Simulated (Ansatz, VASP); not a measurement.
**LuAg3P4: VASP beside Ansatz**

```
Lu Ag P
1.0
     4.49425    0.00000    0.00000
    -2.24713    3.89214    0.00000
     0.00000    0.00000    8.49023
Lu Ag P
1 3 4
Direct
  0.00000 0.00000 0.00000
  0.33333 0.66667 0.19273
  0.66667 0.33333 0.80727
  0.00000 0.00000 0.50000
  0.33333 0.66667 0.82062
  0.66667 0.33333 0.17938
  0.33333 0.66667 0.54229
  0.66667 0.33333 0.45771
```

Alike in both runs: functional PBE; k mesh 6 × 6 × 2; occupations gaussian, width 0.1 eV; no spin polarisation.

Ansatz relaxed the structure, and its values are those at the end. VASP's run is a single point on that final structure, the one shown.

|  | VASP | Ansatz |
| --- | --- | --- |
| version | VASP 6.6.1 | Ansatz 0.2.0 |
| potentials or method | VASP PAW PBE potentials, release 64 (Lu, Ag, P), cutoff 520 eV | scalar-relativistic, plane waves, PAW |
| valence electrons in the cell | 78 | 102 |

|  | VASP | Ansatz | Ansatz less VASP |
| --- | --- | --- | --- |
| gap on the k mesh at the Fermi level (eV) | none | none | - |
| pressure (GPa) | 0.1 | 0.1 | +0.03 |
| rms of the force components (eV/Å) | 0.017 | 0.008 | -0.0085 |

A gap of «none» marks a metal or a gap that the smearing closes. VASP's potentials hold 78 valence electrons a cell and Ansatz's 102, so a difference there can come from the potentials and not from the codes.

The k mesh is coarse, so the values compare programs but aren't converged. Neither program's run includes spin-orbit coupling.
